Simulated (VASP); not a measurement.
Input of a VASP 6.6.1 run:

File INCAR:

```
  PREC = Accurate
  ENCUT = 600
  EDIFF = 1E-7
  ISMEAR = 0
  SIGMA = 0.02
  LREAL = False
  LASPH = True
  NELM = 80
  ALGO = Normal
  ISIF = 3
  LWAVE = False
  LCHARG = False
  GGA = PE
  IBRION = 2
  NSW = 100
  EDIFFG = -0.01
```

The input KPOINTS:

```
Automatic mesh
0
Gamma
  6 6 8
```

POSCAR

```
LiF
1.0
    4.8957145933      0.0000000000      0.0000000000
   -2.4478572967      4.2398132075      0.0000000000
    0.0000000000      0.0000000000      2.9208838844
Li F
3 3
Direct
    0.6223143862      0.6223143862      0.0000000000
    0.3776856138      0.0000000000      0.3333333333
    0.0000000000      0.3776856138      0.6666666667
    0.0000000000      0.6333097170      0.1666666667
    0.3666902830      0.3666902830      0.5000000000
    0.6333097170      0.0000000000      0.8333333333
```

Potentials or basis: VASP PAW PBE potentials, release 64 (Li_sv, F).

Command:

```sh
$ cat potpaw_PBE.64/Li_sv/POTCAR potpaw_PBE.64/F/POTCAR > POTCAR
$ mpirun -np 1 vasp_std > vasp.out
```

**Question.** What does it give for the relaxed volume?

**Answer.** 10.03 Å³/atom.

**Question.** Predict the space group after relaxing (to 0.1 Å).

**Answer.** P3_121 (No. 152).

**Question.** Estimate the relaxed cell.

**Answer.** a = 4.882 Å, b = 4.882 Å, c = 2.916 Å, α = 90.00°, β = 90.00°, γ = 120.00°.

**Question.** What does it give for the band gap on the k mesh?

**Answer.** 7.61 eV.

Forces on the atoms (eV/Å):
```
Li  -0.001 -0.003  0.000
Li   0.003  0.000  0.000
Li  -0.001  0.003  0.000
F   -0.004  0.007  0.000
F   -0.004 -0.007  0.000
F    0.009  0.000  0.000
```

Caveat: the cutoff is under 1.25 times the usual one of these potentials, so pressure, stress and relaxed cells hold a basis-set (Pulay) error. A k mesh can miss the band edges.
